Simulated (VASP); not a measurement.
A run of VASP 6.6.1 is set up as follows.

File INCAR:

```
SYSTEM = Na
PREC = Accurate
ENCUT = 520
EDIFF = 1E-6
ISMEAR = 1
SIGMA = 0.01
LREAL = .False.
LASPH = .True.
NELM = 100
ALGO = Normal
ISIF = 2
LWAVE = .False.
LCHARG = .True.
LELF = .True.
LVHAR = .True.
NBANDS = 10
```

Contents of KPOINTS:

```
regular mesh
0
Gamma
  11 11 11
  0 0 0
```

POSCAR

```
Na
1.0
   -2.0287155323      2.0287155323      2.0287155323
    2.0287155323     -2.0287155323      2.0287155323
    2.0287155323      2.0287155323     -2.0287155323
Na
1
Direct
    0.0000000000      0.0000000000      0.0000000000
```

Potentials or basis: VASP PAW LDA potentials, release 64 (Na_pv).

Run with:

```console
$ cat potpaw_LDA.64/Na_pv/POTCAR > POTCAR
$ mpirun -np 1 vasp_std > vasp.out
```

(1) Estimate the pressure.

Answers

(1) -0.1 GPa.
